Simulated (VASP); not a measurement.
Wanted: the native input for a VASP 6.6.1 run.

| Property | Result |
| --- | --- |
| Task | electric field gradients |
| Functional | LDA |
| Potentials or basis | VASP PAW LDA potentials, release 64 (Ti_sv, Sb) |
| Cutoff | 520 eV |
| k mesh | 12 × 12 × 7 |
| Occupations | fermi-dirac, width 0.03 eV |
| Spin | no spin polarisation |
| Dipole correction | no |
| Further INCAR settings | ALGO = Normal; EDIFF = 1e-08; NBANDS = 25 |

The structure of TiSb lies in POSCAR:

```
TiSb
1.0
    4.1032991169      0.0000000000      0.0000000000
   -2.0516495585      3.5535612746      0.0000000000
    0.0000000000      0.0000000000      6.4092720000
Ti Sb
2 2
Direct
    0.0000000000      0.0000000000      0.0000000000
    0.0000000000      0.0000000000      0.5000000000
    0.3333333333      0.6666666667      0.2500000000
    0.6666666667      0.3333333333      0.7500000000
```

This cell differs from its parent crystal: zz strain of +2 %.

One way to write it, as run:

INCAR

```
SYSTEM = TiSb
PREC = Accurate ; ENCUT = 520
EDIFF = 1E-8 ; ISMEAR = -1
SIGMA = 0.03 ; LREAL = .False.
LASPH = .True. ; NELM = 100
ALGO = Normal ; ISIF = 2
LWAVE = .False. ; LCHARG = .False.
LEFG = .True. ; NBANDS = 25
```

KPOINTS

```
regular mesh
0
Gamma
  12 12 7
  0 0 0
```

Potentials or basis: VASP PAW LDA potentials, release 64 (Ti_sv, Sb).

Command:

```console
$ cat potpaw_LDA.64/Ti_sv/POTCAR potpaw_LDA.64/Sb/POTCAR > POTCAR
$ mpirun -np 1 vasp_std > vasp.out
```

It gave:

```yaml
Pressure: -9.7 GPa
Band_gap_on_the_k_mesh: zero (bands 17 and 18 overlap by 0.41 eV)
Largest_electric_field_gradient_by_atom: Ti -47.6; Sb +26.0 V/Å²
```

Caveat: the cell differs from its parent crystal (zz strain of +2 %); the cell stands under tension; without QUAD_EFG the Cq values of the log hold for a quadrupole moment of 1 mb, not for the nuclei; spin-orbit coupling is left out, which moves the levels of the heavy elements.

It took 2.6 min on 1 thread of Intel(R) Xeon(R) Platinum 8259CL CPU @ 2.50GHz (Skylake/Cascade Lake) (shared host), peak memory 0.29 GiB.
